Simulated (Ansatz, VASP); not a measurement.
**La3Zr in VASP and in Ansatz**

Contents of INCAR:

```
SYSTEM = La3Zr
  PREC = Accurate
  ENCUT = 520
  EDIFF = 1E-6
  ISMEAR = 0
  SIGMA = 0.1
  LREAL = .FALSE.
  LASPH = .TRUE.
  NELM = 80
  ALGO = Normal
  ISIF = 2
  LWAVE = .FALSE.
  LCHARG = .FALSE.
  GGA = PE
  NBANDS = 30
```

The input KPOINTS:

```
Automatic mesh
0
G
  4 4 4
  0 0 0
```

Contents of POSCAR:

```
La3Zr
1.0
    0.0000000000      4.1162598400      4.1162598400
    4.1162598400      0.0000000000      4.1162598400
    4.1162598400      4.1162598400      0.0000000000
La Zr
3 1
Direct
    0.7500000000      0.7500000000      0.7500000000
    0.5000000000      0.5000000000      0.5000000000
    0.2500000000      0.2500000000      0.2500000000
    0.0000000000      0.0000000000      0.0000000000
```

Input for Ansatz:

```yaml
crystal:
  lattice:
    - [0.0, 4.11625984, 4.11625984]
    - [4.11625984, 0.0, 4.11625984]
    - [4.11625984, 4.11625984, 0.0]
  atoms:
    - { symbol: La, position: [0.75, 0.75, 0.75] }
    - { symbol: La, position: [0.5, 0.5, 0.5] }
    - { symbol: La, position: [0.25, 0.25, 0.25] }
    - { symbol: Zr, position: [0.0, 0.0, 0.0] }
basis:
  ecutwfc: 420
kpoints:
  mp_grid: { grid: [4, 4, 4] }
hamiltonian:
  xc: pbe
scf:
  occupations: { method: gaussian, width: 0.1 }
  lower_state_search: "off"
output:
  forces: true
  stress: true
  eigenvalues: true
```

Change from the starting cell: species swapped into the NdMg3 type (Fm-3m, No. 225).

Alike in both runs: task single point; functional PBE; k mesh 4 × 4 × 4; occupations gaussian, width 0.1 eV; no spin polarisation.

```csv
,VASP,Ansatz
version,VASP 6.6.1,Ansatz 0.2.0
potentials or method,"VASP PAW PBE potentials, release 64 (La, Zr_sv), cutoff 520 eV","scalar-relativistic, plane waves, PAW"
valence electrons in the cell,45,45
```

```tsv
	VASP	Ansatz	Ansatz less VASP
gap on the k mesh at the Fermi level (eV)	none	none	-
pressure (GPa)	-2.4	-2.4	-0.04
```

A gap of «none» marks a metal or a gap that the smearing closes. The functional is the same, so the differences come from potentials, cutoffs and numerics.

Spin-orbit coupling is off throughout.
